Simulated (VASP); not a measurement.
# Zn (P6_3/mmc) in VASP: notebook, part 2 of 3

VASP 6.6.1. Earlier steps stand in the parts before.

### Step 3. Single point, PBE

This run uses another cell than the first one: it holds 4 atoms, not 2.

Contents of INCAR:

```
PREC = Accurate
ENCUT = 520
EDIFF = 1E-6
ISMEAR = 0
SIGMA = 0.1
LREAL = F
LASPH = T
NELM = 80
ALGO = Fast
ISIF = 2
LWAVE = F
LCHARG = F
GGA = PE
NBANDS = 32
```

Contents of KPOINTS:

```
Automatic mesh
0
Gamma
  18 18 5
```

Contents of POSCAR:

```
Zn
1.0
    2.6342170507      0.0000000000      0.0000000000
   -1.3171085254      2.2812988849      0.0000000000
    0.0000000000      0.0000000000     10.2330965420
Zn
4
Direct
    0.0000000000      0.0000000000      0.0000000000
    0.3333333333      0.6666666667      0.2500000000
    0.0000000000      0.0000000000      0.5000000000
    0.6666666667      0.3333333333      0.7500000000
```

Potentials or basis: VASP PAW PBE potentials, release 64 (Zn).

Command:

```
$ cat potpaw_PBE.64/Zn/POTCAR > POTCAR
$ mpirun -np 1 vasp_std > vasp.out
```

OUTCAR:

```text
PREC = Accurate
   ENCUT = 520
   EDIFF = 1E-6
   ISMEAR = 0
   LREAL = F
   LASPH = T
   NELM = 80
   ISIF = 2
   GGA = PE

 ion  position               nearest neighbor table
   1  0.000  0.000  0.000-   2 2.98   4 2.98   2 2.98   4 2.98   4 2.98   2 2.98
   2  0.333  0.667  0.250-   1 2.98   3 2.98   1 2.98   3 2.98   1 2.98   3 2.98
   3  0.000  0.000  0.500-   2 2.98   4 2.98   2 2.98   4 2.98   4 2.98   2 2.98
   4  0.667  0.333  0.750-   1 2.98   3 2.98   1 2.98   3 2.98   1 2.98   3 2.98

  LATTYP: Found a hexagonal cell.
 ALAT       =     2.6342170507
 C/A-ratio  =     3.8846823724

  Lattice vectors:

 A1 = (   2.6342170507,   0.0000000000,   0.0000000000)
 A2 = (  -1.3171085254,   2.2812988849,   0.0000000000)
 A3 = (   0.0000000000,   0.0000000000,  10.2330965420)

Analysis of symmetry for initial positions (statically):
=====================================================================
 Subroutine PRICEL returns:
 Original cell was already a primitive cell.

[... 170 lines left out ...]
  ---------------------------------------------------
  ext. energy  EPLUGINS =         0.00000000
  ---------------------------------------------------
  free energy    TOTEN  =        -4.41634318 eV

  energy without entropy =       -4.41310221  energy(sigma->0) =       -4.41472270

 E-fermi :   2.9931     XC(G=0): -11.4831

 val. band max:        2.9911471666   @ k =   0.3333   0.2222   0.4000
 cond. band min:       3.0106532112   @ k =   0.2778   0.0000   0.2000
 fundamental gap:      0.0195060445
 Fermi energy:         2.9930593737

 k-point     1 :       0.0000    0.0000    0.0000
  band No.  band energies     occupation
      1      -7.3005      2.00000
      2      -6.1641      2.00000
      3      -6.1620      2.00000
      4      -5.6379      2.00000
      5      -4.9279      2.00000
      6      -4.6578      2.00000
[... 829 lines left out ...]
     31      10.9084      0.00000
     32      12.2557      0.00000

 [... further k-points ...]
[... 5 lines left out ...]
  --------------------------------------------------------------------------------------
  -------------------------------------------------------------------------------------
  Total        0.1497226      0.1497226      0.0398262     -0.0000000      0.0000000      0.0000000
  in kB        3.9008296      3.9008296      1.0376211     -0.0000000      0.0000000      0.0000000
  external PRESSURE =       2.9464268 kB  Pullay stress =       0.0000000 kB

 VOLUME and BASIS-vectors are now :
 -----------------------------------------------------------------------------
  energy-cutoff  :      520.00
  volume of cell :       61.50
      direct lattice vectors                 reciprocal lattice vectors
     2.634217051  0.000000000  0.000000000     0.379619439  0.219173386  0.000000000
    -1.317108525  2.281298885  0.000000000     0.000000000  0.438346771  0.000000000
     0.000000000  0.000000000 10.233096542     0.000000000  0.000000000  0.097722131

 POSITION                                       TOTAL-FORCE (eV/Angst)
 -----------------------------------------------------------------------------------
      0.00000      0.00000      0.00000         0.000000     -0.000000      0.000000
     -0.00000      1.52087      2.55827        -0.000000      0.000000     -0.000000
      0.00000      0.00000      5.11655         0.000000     -0.000000      0.000000
      1.31711      0.76043      7.67482         0.000000     -0.000000      0.000000
 -----------------------------------------------------------------------------------
    total drift:                                0.000000     -0.000000      0.000000

  FREE ENERGIE OF THE ION-ELECTRON SYSTEM (eV)
  ---------------------------------------------------
  free  energy   TOTEN  =        -4.4163431775 eV

  energy  without entropy=       -4.4131022137  energy(sigma->0) =       -4.41472270
```

stdout:

```text
POSCAR found type information on POSCAR Zn
 POSCAR found :  1 types and       4 ions
 scaLAPACK will be used
 LDA part: xc-table for (Slater+PW92), standard interpolation
 POSCAR, INCAR and KPOINTS ok, starting setup
 FFT: planning ... GRIDC
 FFT: planning ... GRID_SOFT
 FFT: planning ... GRID
 WAVECAR not read
 entering main loop
```

It took 80 s on 1 thread of Intel Xeon 6975P-C (Granite Rapids), shared host; peak memory 0.28 GiB.

Results:

```
Free energy            : -4.4163 eV
Pressure               : 0.3 GPa
Band gap on the k mesh : zero (band 24 reaches 4.85 eV, above the bottom of band 25 at -0.52 eV)
```

Stress tensor (GPa, compression positive):
```
0.39 0.00 0.00
0.00 0.39 0.00
0.00 0.00 0.10
```

Levels at points of the mesh, in eV from the Fermi level:
| k point | band 20 | band 21 | band 22 | band 23 | band 24 | band 25 | band 26 | band 27 | band 28 | band 29 |
| --- | --- | --- | --- | --- | --- | --- | --- | --- | --- | --- |
| (0.00, 0.00, 0.00) | -7.13 | -7.13 | -7.05 | -7.05 | -3.73 | -3.51 | 3.77 | 3.77 | 12.10 | 15.94 |
| (0.50, 0.00, 0.00) | -6.82 | -2.56 | -2.17 | -1.70 | -1.42 | 0.11 | 0.22 | 2.75 | 3.53 | 4.04 |

### Step 4. Relaxation of cell and atoms, PBE

This run uses another cell than the first one, of the same volume but with other edges.

Contents of INCAR:

```
SYSTEM = Zn
PREC = Accurate ; ENCUT = 600
EDIFF = 1E-7 ; ISMEAR = 0
SIGMA = 0.1 ; LREAL = .FALSE.
LASPH = .TRUE. ; NELM = 60
ALGO = Fast ; ISIF = 3
LWAVE = .FALSE. ; LCHARG = .FALSE.
GGA = PE ; IBRION = 2
NSW = 100 ; EDIFFG = -0.005
```

Contents of KPOINTS:

```
regular mesh
0
G
  18 18 10
  0 0 0
```

Contents of POSCAR:

```
Zn
1.0
    2.7883560000      0.0000000000      0.0000000000
   -1.3941780000      2.4147880000      0.0000000000
    0.0000000000      0.0000000000      4.5533670000
Zn
2
Direct
    0.0000000000      0.0000000000      0.0000000000
    0.3333333300      0.6666666700      0.5000000000
```

Potentials or basis: VASP PAW PBE potentials, release 64 (Zn).

Command:

```
$ cat potpaw_PBE.64/Zn/POTCAR > POTCAR
$ mpirun -np 1 vasp_std > vasp.out
```

OUTCAR:

```text
SYSTEM = Zn
   PREC = Accurate
   ENCUT = 600
   EDIFF = 1E-7
   ISMEAR = 0
   LREAL = .FALSE.
   LASPH = .TRUE.
   NELM = 60
   ISIF = 3
   GGA = PE
   IBRION = 2
   NSW = 100
   EDIFFG = -0.005

 ion  position               nearest neighbor table
   1  0.000  0.000  0.000-   2 2.79   2 2.79   2 2.79   2 2.79   2 2.79   2 2.79
   2  0.333  0.667  0.500-   1 2.79   1 2.79   1 2.79   1 2.79   1 2.79   1 2.79

  LATTYP: Found a hexagonal cell.
 ALAT       =     2.7883560000
 C/A-ratio  =     1.6329934198

  Lattice vectors:

 A1 = (   2.7883560000,   0.0000000000,   0.0000000000)
 A2 = (  -1.3941780000,   2.4147880000,   0.0000000000)
 A3 = (   0.0000000000,   0.0000000000,   4.5533670000)

Analysis of symmetry for initial positions (statically):
=====================================================================
 Subroutine PRICEL returns:
 Original cell was already a primitive cell.

 Routine SETGRP: Setting up the symmetry group for a
 hexagonal supercell.

 Subroutine GETGRP returns: Found 24 space group operations
 (whereof 12 operations were pure point group operations)
[... 179 lines left out ...]
  external PRESSURE =     -16.4280789 kB  Pullay stress =       0.0000000 kB
[... 89 lines left out ...]
  FREE ENERGIE OF THE ION-ELECTRON SYSTEM (eV)
  ---------------------------------------------------
  free  energy   TOTEN  =        -2.1888041738 eV

  energy  without entropy=       -2.1861706109  energy(sigma->0) =       -2.18748739

[... ionic steps 4 to 35 ...]

--------------------------------------- Ionic step       36  -------------------------------------------

 number of electron      24.0000014 magnetization

------------------------ aborting loop because EDIFF is reached ----------------------------------------
[... 67 lines left out ...]
--------------------------------------- Ionic step       38  -------------------------------------------

 number of electron      24.0000016 magnetization

 Free energy of the ion-electron system (eV)
  ---------------------------------------------------
  ext. energy  EPLUGINS =         0.00000000
  ---------------------------------------------------
  free energy    TOTEN  =        -2.22315059 eV

  energy without entropy =       -2.22157914  energy(sigma->0) =       -2.22236487

 E-fermi :   2.9944     XC(G=0): -11.4836

 val. band max:        2.9661105209   @ k =   0.3333   0.2222   0.3000
 cond. band min:       3.0191903138   @ k =   0.2778   0.2778   0.3000
 fundamental gap:      0.0530797929
 Fermi energy:         2.9943614073

 k-point     1 :       0.0000    0.0000    0.0000
  band No.  band energies     occupation
      1      -7.2976      2.00000
      2      -5.6248      2.00000
      3      -4.9207      2.00000
      4      -4.6521      2.00000
      5      -4.6521      2.00000
      6      -4.6122      2.00000
[... 433 lines left out ...]
      3      -5.0758      2.00000
      4      -4.6717      2.00000
      5      -4.4909      2.00000
      6      -4.4906      2.00000
[... 8 lines left out ...]
     15       8.2403      0.00000
     16       9.8422      0.00000

 [... further k-points ...]
[... 5 lines left out ...]
  --------------------------------------------------------------------------------------
  -------------------------------------------------------------------------------------
  Total        0.0001719      0.0001719     -0.0029192      0.0000000     -0.0000000      0.0000000
  in kB        0.0089543      0.0089543     -0.1520720      0.0000000     -0.0000000      0.0000000
  external PRESSURE =      -0.0447212 kB  Pullay stress =       0.0000000 kB
[... 17 lines left out ...]
  FREE ENERGIE OF THE ION-ELECTRON SYSTEM (eV)
  ---------------------------------------------------
  free  energy   TOTEN  =        -2.2231505943 eV

  energy  without entropy=       -2.2215791390  energy(sigma->0) =       -2.22236487

 reached required accuracy - stopping structural energy minimisation
```

Run time: 14 min. Hardware: 1 thread of Intel Xeon 6975P-C (Granite Rapids), shared host; peak memory 0.26 GiB.

Results:

* Free energy: -2.2232 eV
* Relaxed volume: 15.38 Å³/atom
* Relaxed cell: a = 2.639 Å, b = 2.639 Å, c = 5.098 Å, α = 90.00°, β = 90.00°, γ = 120.00°
* Space group after relaxing (to 0.05 Å): P6_3/mmc (No. 194)
* Energy gained by relaxing: 19.4 meV/atom
* Ionic steps: 38
* Pressure after relaxing: 0.0 GPa
* Band gap on the k mesh: zero (band 12 reaches 4.78 eV, above the bottom of band 13 at -0.46 eV)

The path:
| step | energy change (eV) | largest force (eV/Å) | pressure (GPa) | volume (Å³) |
| --- | --- | --- | --- | --- |
| 1 | 0.0000 | 0.0000 | -1.64 | 30.66 |
| 2 | -0.0043 | 0.0000 | -0.10 | 29.97 |
| 3 | -0.0044 | 0.0000 | -0.05 | 29.91 |
| 4 | -0.0044 | 0.0000 | 0.20 | 29.80 |
| 5 | -0.0044 | 0.0000 | 0.14 | 29.86 |
| 6 | -0.0044 | 0.0000 | 0.12 | 29.88 |
| 7 | -0.0044 | 0.0000 | 0.08 | 29.90 |
| 8 | -0.0048 | 0.0000 | 0.06 | 29.89 |
| 9 | -0.0064 | 0.0000 | 0.11 | 29.87 |
| 10 | -0.0093 | 0.0000 | 0.44 | 29.81 |
| 11 | -0.0159 | 0.0000 | 1.17 | 29.67 |
| 12 | -0.0180 | 0.0000 | 4.45 | 29.28 |
| 13 | -0.0216 | 0.0000 | 1.87 | 29.58 |
| 14 | -0.0269 | 0.0000 | 2.88 | 29.44 |
| 15 | -0.0267 | 0.0000 | 2.97 | 29.42 |
| 16 | -0.0268 | 0.0000 | 3.08 | 29.43 |
| 17 | -0.0269 | 0.0000 | 3.05 | 29.43 |
| 18 | -0.0270 | 0.0000 | 3.15 | 29.44 |
| 19 | -0.0272 | 0.0000 | 3.13 | 29.45 |
| 20 | -0.0278 | 0.0000 | 3.04 | 29.48 |
| 21 | -0.0288 | 0.0000 | 2.89 | 29.54 |
| 22 | -0.0307 | 0.0000 | 2.62 | 29.66 |
| 23 | -0.0339 | 0.0000 | 1.87 | 29.89 |
| 24 | -0.0378 | 0.0000 | 0.81 | 30.37 |
| 25 | -0.0365 | 0.0000 | -1.26 | 31.33 |
| 26 | -0.0387 | 0.0000 | -0.02 | 30.75 |
| 27 | -0.0387 | 0.0000 | -0.11 | 30.78 |
| 28 | -0.0387 | 0.0000 | -0.18 | 30.77 |
| 29 | -0.0387 | 0.0000 | -0.05 | 30.74 |
| 30 | -0.0387 | 0.0000 | 0.03 | 30.72 |
| 31 | -0.0387 | 0.0000 | 0.05 | 30.72 |
| 32 | -0.0387 | 0.0000 | 0.06 | 30.73 |
| 33 | -0.0387 | 0.0000 | 0.03 | 30.73 |
| 34 | -0.0387 | 0.0000 | 0.00 | 30.73 |
| 35 | -0.0387 | 0.0000 | 0.00 | 30.73 |
| 36 | -0.0387 | 0.0000 | 0.04 | 30.73 |
| 37 | -0.0387 | 0.0000 | 0.09 | 30.74 |
| 38 | -0.0387 | 0.0000 | 0.00 | 30.76 |

Final structure:
```
CELL_PARAMETERS angstrom
2.63922 0.00000 0.00000
-1.31961 2.28563 0.00000
0.00000 0.00000 5.09847
ATOMIC_POSITIONS crystal
Zn 0.00000 0.00000 0.00000
Zn 0.33333 0.66667 0.50000
```

(Continued in part 3 of 3.)
